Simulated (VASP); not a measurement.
Crystal: GaB2As3.

```
Ga B As
1.0
     3.61383    0.00000    0.00000
     0.00000    3.61383    0.00000
     0.00000    0.00000    7.97631
Ga B As
1 2 3
Cartesian
  0.0000 0.0000 0.0000
  0.0000 1.8069 5.8746
  1.8069 0.0000 2.1018
  1.8069 1.8069 0.0000
  0.0000 1.8069 3.0589
  1.8069 0.0000 4.9174
```

The cell was generated, and may not be a known phase.

- Program: VASP 6.6.1
- Task: relaxation of cell and atoms
- Functional: PBE
- Potentials or basis: VASP PAW PBE potentials, release 64 (Ga_d, B, As)
- Cutoff: 600 eV
- k mesh: 6 × 6 × 2
- Occupations: gaussian, width 0.1 eV
- Spin: no spin polarisation

At the start: pressure -8.5 GPa; volume 17.36 Å³/atom.

Q: Where does the relaxation end?

A: Over 38 steps the energy falls by 379.5 meV/atom and the volume is 18.36 Å³/atom (+5.8 %); space group P-4m2 (No. 115, to 0.1 Å) before and after.

Step by step:
```csv
step,energy change (eV),largest force (eV/Å),pressure (GPa),volume (Å³)
1,0.0000,0.8686,-8.46,104.17
2,-0.5510,1.1550,0.06,90.92
3,-0.5687,1.2245,2.28,88.67
4,-0.8908,1.4232,2.24,87.52
5,-0.7797,1.8345,13.31,83.31
6,-1.1058,1.1902,4.06,86.33
7,-1.2145,0.3252,7.27,84.89
8,-1.3131,0.5050,1.38,90.88
9,-1.3220,0.4050,2.49,89.49
10,-1.3964,0.4649,-1.06,91.77
11,-1.3972,0.5821,-1.70,92.22
12,-1.4437,0.7239,-1.23,91.49
13,-1.4759,0.8973,-0.78,90.73
14,-1.5291,0.9371,0.61,89.10
15,-1.5984,0.8081,1.03,89.11
16,-1.7417,0.4617,3.21,89.10
17,-1.5853,1.8394,10.56,88.90
18,-1.7572,0.7757,5.03,89.07
19,-1.7980,0.7448,4.13,90.28
20,-1.8776,0.6492,1.85,93.96
21,-1.9301,0.4997,-1.18,101.59
22,-1.9877,0.3117,-1.89,103.71
23,-2.0150,0.4004,-3.21,108.35
24,-2.0210,0.2918,-2.89,107.25
25,-2.0951,0.2700,-1.76,105.60
26,-2.1841,0.2766,1.89,101.54
27,-2.2057,0.3295,1.34,102.55
28,-2.2085,0.4478,1.01,103.11
29,-2.2274,0.4105,0.22,104.62
30,-2.2412,0.3499,-0.94,107.00
31,-2.2578,0.1291,-0.11,106.94
32,-2.2621,0.1375,0.58,106.90
33,-2.2706,0.0495,0.62,107.76
34,-2.2735,0.0384,0.70,108.57
35,-2.2757,0.1093,-0.32,110.27
36,-2.2760,0.0911,-0.09,109.84
37,-2.2767,0.0405,-0.04,110.06
38,-2.2768,0.0250,-0.05,110.16
```

Final structure:
```yaml
crystal:
  lattice:
    - [3.39469, 0.00000, 0.00000]
    - [0.00000, 3.39469, 0.00000]
    - [0.00000, 0.00000, 9.55931]
  atoms:
    - { symbol: Ga, position: [0.00000, 0.00000, 0.00000] }
    - { symbol: B, position: [0.00000, 0.50000, 0.59077] }
    - { symbol: B, position: [0.50000, 0.00000, 0.40923] }
    - { symbol: As, position: [0.50000, 0.50000, 0.00000] }
    - { symbol: As, position: [0.00000, 0.50000, 0.37066] }
    - { symbol: As, position: [0.50000, 0.00000, 0.62934] }
```

Caveat: the k points lie up to 0.33 Å⁻¹ apart in the final cell, too coarse for converged energies and pressures of a metal; a cell axis changed by over 15 % at a fixed basis, so the end point is rough.
